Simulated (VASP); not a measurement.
# Ti (P6_3/mmc) in VASP: notebook

Ti is run at these levels: PBE; tasks: single point.

All numbers are computed with VASP 6.6.1; they aren't measurements. Logs are shortened: lines on timing, memory, paths and dates and some standing lists are left out, and cuts for length are marked.

## Step 1: The cell of the first run

Symmetry: P6_3/mmc, No. 194, hexagonal system. Conventional cell: a = 2.595 Å, b = 2.595 Å, c = 4.227 Å, α = 90.00°, β = 90.00°, γ = 120.00°. Ti (site symmetry -6m2) has 12 Ti at 2.59 Å within 3.4 Å.

## Step 2: Single point, PBE

Input file INCAR:

```
SYSTEM = Ti
  PREC = Accurate
  ENCUT = 520
  EDIFF = 1E-6
  ISMEAR = -1
  SIGMA = 0.1
  LREAL = .FALSE.
  LASPH = .TRUE.
  NELM = 80
  ALGO = Normal
  ISIF = 2
  LWAVE = .FALSE.
  LCHARG = .FALSE.
  GGA = PE
  NBANDS = 19
```

Input file KPOINTS:

```
Automatic mesh
0
G
  17 17 9
  0 0 0
```

Input file POSCAR:

```
Ti
1.0
    2.5949837599      0.0000000000      0.0000000000
   -1.2974918799      2.2473218584      0.0000000000
    0.0000000000      0.0000000000      4.2271714689
Ti
2
Direct
    0.3333333333      0.6666666667      0.2500000000
    0.6666666667      0.3333333333      0.7500000000
```

Potentials or basis: VASP PAW PBE potentials, release 64 (Ti_sv).

The run is started by

```console
> cat potpaw_PBE.64/Ti_sv/POTCAR > POTCAR
> mpirun -np 1 vasp_std > vasp.out
```

OUTCAR:

```text
SYSTEM = Ti
   PREC = Accurate
   ENCUT = 520
   EDIFF = 1E-6
   ISMEAR = -1
   LREAL = .FALSE.
   LASPH = .TRUE.
   NELM = 80
   ISIF = 2
   GGA = PE

 ion  position               nearest neighbor table
   1  0.333  0.667  0.250-   2 2.59   2 2.59   2 2.59   2 2.59   2 2.59   2 2.59
   2  0.667  0.333  0.750-   1 2.59   1 2.59   1 2.59   1 2.59   1 2.59   1 2.59

  LATTYP: Found a hexagonal cell.
 ALAT       =     2.5949837599
 C/A-ratio  =     1.6289780053

  Lattice vectors:

 A1 = (   2.5949837599,   0.0000000000,   0.0000000000)
 A2 = (  -1.2974918799,   2.2473218584,   0.0000000000)
 A3 = (   0.0000000000,   0.0000000000,   4.2271714689)

Analysis of symmetry for initial positions (statically):
=====================================================================
 Subroutine PRICEL returns:
 Original cell was already a primitive cell.

 Routine SETGRP: Setting up the symmetry group for a
 hexagonal supercell.

 Subroutine GETGRP returns: Found 24 space group operations
 (whereof 12 operations were pure point group operations)
 out of a pool of 24 trial point group operations.

The static configuration has the point symmetry D_3d.
 The point group associated with its full space group is D_6h.

Analysis of symmetry for dynamics (positions and initial velocities):
=====================================================================
 Subroutine PRICEL returns:
 Original cell was already a primitive cell.

 Routine SETGRP: Setting up the symmetry group for a
 hexagonal supercell.

 Subroutine GETGRP returns: Found 24 space group operations
 (whereof 12 operations were pure point group operations)
 out of a pool of 24 trial point group operations.

The dynamic configuration has the point symmetry D_3d.
 The point group associated with its full space group is D_6h.

 Subroutine INISYM returns: Found 24 space group operations
 (whereof 12 operations are pure point group operations),
 and found     1 'primitive' translations

----------------------------------------------------------------------------------------

                                     Primitive cell

  volume of cell :      24.6519

  direct lattice vectors                    reciprocal lattice vectors
     2.594983760  0.000000000  0.000000000     0.385358866  0.222487045  0.000000000
    -1.297491880  2.247321858  0.000000000     0.000000000  0.444974090  0.000000000
     0.000000000  0.000000000  4.227171469     0.000000000  0.000000000  0.236564806

[... 81 lines left out ...]
   ENCUT  =  520.0 eV  38.22 Ry    6.18 a.u.   4.82  4.82  7.86*2*pi/ulx,y,z
   NELM   =     80;   NELMIN=  2; NELMDL= -5     # of ELM steps
   EDIFF  = 0.1E-05   stopping-criterion for ELM
   LREAL  =      F    real-space projection
   EDIFFG = 0.1E-04   stopping-criterion for IOM
   NSW    =      0    number of steps for IOM
   IBRION =     -1    ionic relax: 0-MD 1-quasi-New 2-CG
   NFREE  =      0    steps in history (QN), initial steepest desc. (CG)
   ISIF   =      2    stress and relaxation
   ISYM   =      2    0-nonsym 1-usesym 2-fastsym
   POTIM  = 0.5000    time-step for ionic-motion
   TEBEG  =    0.0;   TEEND  =   0.0 temperature during run
   PSTRESS=    0.0 pullay stress
   NELECT =      24.0000    total number of electrons
   NUPDOWN=      -1.0000    fix difference up-down
   EMIN   =  10.00;   EMAX   =-10.00  energy-range for DOS
   EFERMI =   0.00;   METHOD = LEGACY
   ISMEAR =    -1;   SIGMA  =   0.10  broadening in eV -4-tet -1-fermi 0-gaus
   EFERMI_NEDOS =   21; number of points for ismear=-14 and -15
   IALGO  =     38    algorithm
   IMIX   =      4    mixing-type and parameters
     AMIX     =   0.40;   BMIX     =  1.00
     AMIX_MAG =   1.60;   BMIX_MAG =  1.00
  volume/ion in A,a.u.               =      12.33        83.18
  Fermi-wavevector in a.u.,A,eV,Ry     =   1.622540  3.066155 35.819172  2.632635
  Thomas-Fermi vector in A             =   2.716136
   LORBIT       =      0    0 simple, 1 ext, 2 COOP (PROOUT), +10 PAW based schemes
   GGA     = PE    functional components
   LHFCALC =     F    Hartree Fock is set to
   AEXX    =    0.0000 exact exchange contribution
   IVDW    =     0    specifies the selected vdW correction
   LEPSILON=     F    determine dielectric tensor
   LRPA    =     F    only Hartree local field effects (RPA)
 non-spin polarized calculation
  energy-cutoff  :      520.00
  volume of cell :       24.65
 maximum number of plane-waves:       679
 NGX is ok and might be reduce to    20
   NGX =  9   NGY =  9   NGZ = 15

 number of electron      23.9999992 magnetization

 Free energy of the ion-electron system (eV)
  ---------------------------------------------------
  ext. energy  EPLUGINS =         0.00000000
  ---------------------------------------------------
  free energy    TOTEN  =       -14.04938841 eV

  energy without entropy =      -13.98934622  energy(sigma->0) =      -14.01936732

 E-fermi :  12.4674     XC(G=0): -13.2158

 val. band max:       12.4607591088   @ k =   0.0000   0.0000   0.4444
 cond. band min:      12.4791402824   @ k =   0.1176   0.0588   0.3333
 fundamental gap:      0.0183811736
 Fermi energy:        12.4674287612

 k-point     1 :       0.0000    0.0000    0.0000
  band No.  band energies     occupation
      1     -43.9846      2.00000
      2     -43.5221      2.00000
      3     -21.0699      2.00000
      4     -19.3329      2.00000
      5     -19.3329      2.00000
      6     -19.1524      2.00000
[... 505 lines left out ...]
      6     -19.6171      2.00000
[... 11 lines left out ...]
     18      16.9921      0.00000
     19      17.4628      0.00000

 [... further k-points ...]

------------------------ aborting loop because EDIFF is reached ----------------------------------------

  FORCE on cell =-STRESS in cart. coord.  units (eV):
  Direction    XX          YY          ZZ          XY          YZ          ZX
  --------------------------------------------------------------------------------------
  -------------------------------------------------------------------------------------
  Total       10.2624022     10.2624022     10.2504346      0.0000000      0.0000000      0.0000000
  in kB      666.9754216    666.9754215    666.1976195      0.0000000      0.0000000      0.0000000
  external PRESSURE =     666.7161542 kB  Pullay stress =       0.0000000 kB

 VOLUME and BASIS-vectors are now :
 -----------------------------------------------------------------------------
  energy-cutoff  :      520.00
  volume of cell :       24.65
      direct lattice vectors                 reciprocal lattice vectors
     2.594983760  0.000000000  0.000000000     0.385358866  0.222487045  0.000000000
    -1.297491880  2.247321858  0.000000000     0.000000000  0.444974090  0.000000000
     0.000000000  0.000000000  4.227171469     0.000000000  0.000000000  0.236564806

 POSITION                                       TOTAL-FORCE (eV/Angst)
 -----------------------------------------------------------------------------------
     -0.00000      1.49821      1.05679        -0.000000     -0.000000      0.000000
      1.29749      0.74911      3.17038         0.000000      0.000000      0.000000
 -----------------------------------------------------------------------------------
    total drift:                               -0.000000      0.000000     -0.000000

  FREE ENERGIE OF THE ION-ELECTRON SYSTEM (eV)
  ---------------------------------------------------
  free  energy   TOTEN  =       -14.0493884133 eV

  energy  without entropy=      -13.9893462198  energy(sigma->0) =      -14.01936732
```

stdout:

```text
POSCAR found type information on POSCAR Ti
 POSCAR found :  1 types and       2 ions
 scaLAPACK will be used
 LDA part: xc-table for (Slater+PW92), standard interpolation
 POSCAR, INCAR and KPOINTS ok, starting setup
 FFT: planning ... GRIDC
 FFT: planning ... GRID_SOFT
 FFT: planning ... GRID
 WAVECAR not read
 entering main loop
```

It took 79 s on 1 thread of Intel Xeon 8259CL, shared host; peak memory 0.18 GiB.

Results:

* Free energy: -14.0494 eV
* Pressure: 66.7 GPa
* Band gap on the k mesh: zero (bands 12 and 13 overlap by 1.34 eV)

Caveat: the cell stands under pressure.

## Step 3: Single point, PBE

Input file INCAR:

```
SYSTEM = Ti
ALGO = Normal
EDIFF = 1E-6
ENCUT = 520
GGA = PE
ISIF = 2
ISMEAR = -1
LASPH = .TRUE.
LCHARG = .FALSE.
LREAL = .FALSE.
LWAVE = .FALSE.
NBANDS = 19
NELM = 80
PREC = Accurate
SIGMA = 0.1
```

Input file KPOINTS:

```
k-points
0
G
  17 17 9
  0 0 0
```

Input file POSCAR:

```
Ti
1.0
    2.5947836694      0.0000000000      0.0000000000
   -1.2973918347      2.2471485750      0.0000000000
    0.0000000000      0.0000000000      4.2267419908
Ti
2
Direct
    0.3333333333      0.6666666667      0.2500000000
    0.6666666667      0.3333333333      0.7500000000
```

Potentials or basis: VASP PAW PBE potentials, release 64 (Ti_sv).

The run is started by

```console
> cat potpaw_PBE.64/Ti_sv/POTCAR > POTCAR
> mpirun -np 1 vasp_std > vasp.out
```

OUTCAR:

```text
SYSTEM = Ti
   EDIFF = 1E-6
   ENCUT = 520
   GGA = PE
   ISIF = 2
   ISMEAR = -1
   LASPH = .TRUE.
   LREAL = .FALSE.
   NELM = 80
   PREC = Accurate

 ion  position               nearest neighbor table
   1  0.333  0.667  0.250-   2 2.59   2 2.59   2 2.59   2 2.59   2 2.59   2 2.59
   2  0.667  0.333  0.750-   1 2.59   1 2.59   1 2.59   1 2.59   1 2.59   1 2.59

  LATTYP: Found a hexagonal cell.
 ALAT       =     2.5947836694
 C/A-ratio  =     1.6289381040

  Lattice vectors:

 A1 = (   2.5947836694,   0.0000000000,   0.0000000000)
 A2 = (  -1.2973918347,   2.2471485750,   0.0000000000)
 A3 = (   0.0000000000,   0.0000000000,   4.2267419908)

Analysis of symmetry for initial positions (statically):
=====================================================================
 Subroutine PRICEL returns:
 Original cell was already a primitive cell.

 Routine SETGRP: Setting up the symmetry group for a
 hexagonal supercell.

 Subroutine GETGRP returns: Found 24 space group operations
 (whereof 12 operations were pure point group operations)
 out of a pool of 24 trial point group operations.

The static configuration has the point symmetry D_3d.
 The point group associated with its full space group is D_6h.

Analysis of symmetry for dynamics (positions and initial velocities):
=====================================================================
 Subroutine PRICEL returns:
 Original cell was already a primitive cell.

 Routine SETGRP: Setting up the symmetry group for a
 hexagonal supercell.

 Subroutine GETGRP returns: Found 24 space group operations
 (whereof 12 operations were pure point group operations)
 out of a pool of 24 trial point group operations.

The dynamic configuration has the point symmetry D_3d.
 The point group associated with its full space group is D_6h.

 Subroutine INISYM returns: Found 24 space group operations
 (whereof 12 operations are pure point group operations),
 and found     1 'primitive' translations

----------------------------------------------------------------------------------------

                                     Primitive cell

  volume of cell :      24.6456

  direct lattice vectors                    reciprocal lattice vectors
     2.594783669  0.000000000  0.000000000     0.385388582  0.222504202  0.000000000
    -1.297391835  2.247148575  0.000000000     0.000000000  0.445008404  0.000000000
     0.000000000  0.000000000  4.226741991     0.000000000  0.000000000  0.236588844

  length of vectors
     2.594783669  2.594783669  4.226741991     0.445008404  0.445008404  0.236588844

  position of ions in fractional coordinates (direct lattice)
     0.333333333  0.666666667  0.250000000
     0.666666667  0.333333333  0.750000000

  ion indices of the primitive-cell ions
   primitive index   ion index
                 1           1
                 2           2

----------------------------------------------------------------------------------------

 KPOINTS: k-points

Automatic generation of k-mesh.
 Grid dimensions read from file:
 generate k-points for:   17   17    9

 Generating k-lattice:

  Cartesian coordinates                     Fractional coordinates (reciprocal lattice)
     0.022669917  0.013088482  0.000000000     0.058823529  0.000000000  0.000000000
     0.000000000  0.026176965  0.000000000     0.000000000  0.058823529  0.000000000
     0.000000000  0.000000000  0.026287649     0.000000000  0.000000000  0.111111111

  Length of vectors
     0.026176965  0.026176965  0.026287649

  Shift w.r.t. Gamma in fractional coordinates (k-lattice)
     0.000000000  0.000000000  0.000000000

 Subroutine IBZKPT returns following result:
 ===========================================

 Found    165 irreducible k-points:

 Following reciprocal coordinates:
            Coordinates               Weight
  0.000000  0.000000  0.000000      1.000000
  0.058824  0.000000  0.000000      6.000000
  0.117647  0.000000  0.000000      6.000000
  0.176471  0.000000  0.000000      6.000000
  0.235294  0.000000  0.000000      6.000000
  0.294118  0.000000  0.000000      6.000000
[... 16 lines left out ...]
  0.411765  0.117647  0.000000     12.000000
  0.176471  0.176471  0.000000      6.000000
 [... further k-points ...]
   k-points           NKPTS =    165   k-points in BZ     NKDIM =    165   number of bands    NBANDS=     19
   number of dos      NEDOS =    301   number of ions     NIONS =      2
   total plane-waves  NPLWV =  12800
   dimension x,y,z NGX =    20 NGY =   20 NGZ =   32
   dimension x,y,z NGXF=    40 NGYF=   40 NGZF=   64
   ions per type =               2
   NGX,Y,Z   is equivalent  to a cutoff of  12.81, 12.81, 12.59 a.u.
   NGXF,Y,Z  is equivalent  to a cutoff of  25.63, 25.63, 25.17 a.u.
 SYSTEM =  Ti
   PREC   = accura    normal or accurate (medium, high low for compatibility)
   ISTART =      0    job   : 0-new  1-cont  2-samecut
   ICHARG =      2    charge: 1-file 2-atom 10-const
   ISPIN  =      1    spin polarized calculation?
   LNONCOLLINEAR =      F non collinear calculations
   LSORBIT =      F    spin-orbit coupling
   LASPH  =      T    aspherical Exc in radial PAW
   ENCUT  =  520.0 eV  38.22 Ry    6.18 a.u.   4.82  4.82  7.86*2*pi/ulx,y,z
   NELM   =     80;   NELMIN=  2; NELMDL= -5     # of ELM steps
   EDIFF  = 0.1E-05   stopping-criterion for ELM
   LREAL  =      F    real-space projection
   EDIFFG = 0.1E-04   stopping-criterion for IOM
   NSW    =      0    number of steps for IOM
   IBRION =     -1    ionic relax: 0-MD 1-quasi-New 2-CG
   NFREE  =      0    steps in history (QN), initial steepest desc. (CG)
   ISIF   =      2    stress and relaxation
   ISYM   =      2    0-nonsym 1-usesym 2-fastsym
   POTIM  = 0.5000    time-step for ionic-motion
   TEBEG  =    0.0;   TEEND  =   0.0 temperature during run
   PSTRESS=    0.0 pullay stress
   NELECT =      24.0000    total number of electrons
   NUPDOWN=      -1.0000    fix difference up-down
   EMIN   =  10.00;   EMAX   =-10.00  energy-range for DOS
   EFERMI =   0.00;   METHOD = LEGACY
   ISMEAR =    -1;   SIGMA  =   0.10  broadening in eV -4-tet -1-fermi 0-gaus
   EFERMI_NEDOS =   21; number of points for ismear=-14 and -15
   IALGO  =     38    algorithm
   IMIX   =      4    mixing-type and parameters
     AMIX     =   0.40;   BMIX     =  1.00
     AMIX_MAG =   1.60;   BMIX_MAG =  1.00
  volume/ion in A,a.u.               =      12.32        83.16
  Fermi-wavevector in a.u.,A,eV,Ry     =   1.622678  3.066417 35.825282  2.633084
  Thomas-Fermi vector in A             =   2.716252
   LORBIT       =      0    0 simple, 1 ext, 2 COOP (PROOUT), +10 PAW based schemes
   GGA     = PE    functional components
   LHFCALC =     F    Hartree Fock is set to
   AEXX    =    0.0000 exact exchange contribution
   IVDW    =     0    specifies the selected vdW correction
   LEPSILON=     F    determine dielectric tensor
   LRPA    =     F    only Hartree local field effects (RPA)
 non-spin polarized calculation
  energy-cutoff  :      520.00
  volume of cell :       24.65
 maximum number of plane-waves:       679
 NGX is ok and might be reduce to    20
   NGX =  9   NGY =  9   NGZ = 15

 number of electron      23.9999992 magnetization

 Free energy of the ion-electron system (eV)
  ---------------------------------------------------
  ext. energy  EPLUGINS =         0.00000000
  ---------------------------------------------------
  free energy    TOTEN  =       -14.04676056 eV

  energy without entropy =      -13.98672635  energy(sigma->0) =      -14.01674346

 E-fermi :  12.4710     XC(G=0): -13.2172

 val. band max:       12.4646105215   @ k =   0.0000   0.0000   0.4444
 cond. band min:      12.4822988980   @ k =   0.1176   0.0588   0.3333
 fundamental gap:      0.0176883764
 Fermi energy:        12.4709522730

 k-point     1 :       0.0000    0.0000    0.0000
  band No.  band energies     occupation
      1     -43.9811      2.00000
      2     -43.5182      2.00000
      3     -21.0670      2.00000
      4     -19.3288      2.00000
      5     -19.3288      2.00000
      6     -19.1480      2.00000
[... 11 lines left out ...]
     18      14.9500      0.00000
     19      17.1596      0.00000
[... 485 lines left out ...]
 k-point    24 :       0.1765    0.1765    0.0000
  band No.  band energies     occupation
      1     -43.6964      2.00000
      2     -43.4017      2.00000
      3     -20.5626      2.00000
      4     -20.1661      2.00000
      5     -20.1544      2.00000
      6     -19.6131      2.00000
[... 11 lines left out ...]
     18      16.9968      0.00000
     19      17.4677      0.00000

 [... further k-points ...]

------------------------ aborting loop because EDIFF is reached ----------------------------------------

  FORCE on cell =-STRESS in cart. coord.  units (eV):
  Direction    XX          YY          ZZ          XY          YZ          ZX
  --------------------------------------------------------------------------------------
  -------------------------------------------------------------------------------------
  Total       10.2719665     10.2719665     10.2620217      0.0000000     -0.0000000      0.0000000
  in kB      667.7678311    667.7678311    667.1213306      0.0000000     -0.0000000      0.0000000
  external PRESSURE =     667.5523309 kB  Pullay stress =       0.0000000 kB

 VOLUME and BASIS-vectors are now :
 -----------------------------------------------------------------------------
  energy-cutoff  :      520.00
  volume of cell :       24.65
      direct lattice vectors                 reciprocal lattice vectors
     2.594783669  0.000000000  0.000000000     0.385388582  0.222504202  0.000000000
    -1.297391835  2.247148575  0.000000000     0.000000000  0.445008404  0.000000000
     0.000000000  0.000000000  4.226741991     0.000000000  0.000000000  0.236588844

 POSITION                                       TOTAL-FORCE (eV/Angst)
 -----------------------------------------------------------------------------------
     -0.00000      1.49810      1.05669        -0.000000     -0.000000      0.000000
      1.29739      0.74905      3.17006         0.000000      0.000000      0.000000
 -----------------------------------------------------------------------------------
    total drift:                               -0.000000      0.000000     -0.000000

  FREE ENERGIE OF THE ION-ELECTRON SYSTEM (eV)
  ---------------------------------------------------
  free  energy   TOTEN  =       -14.0467605585 eV

  energy  without entropy=      -13.9867263528  energy(sigma->0) =      -14.01674346
```

It took 79 s on 1 thread of Intel Xeon 8259CL, shared host; peak memory 0.18 GiB.

Results:

```yaml
Free_energy: -14.0468 eV
Pressure: 66.8 GPa
Band_gap_on_the_k_mesh: zero (bands 12 and 13 overlap by 1.34 eV)
```

Levels at points of the mesh, in eV from the Fermi level:
```tsv
k point	band 9	band 10	band 11	band 12	band 13	band 14	band 15	band 16
(0.00, 0.00, 0.00)	-6.73	-3.60	0.85	0.94	0.94	1.68	1.68	1.99
```

Caveat: the cell stands under pressure.
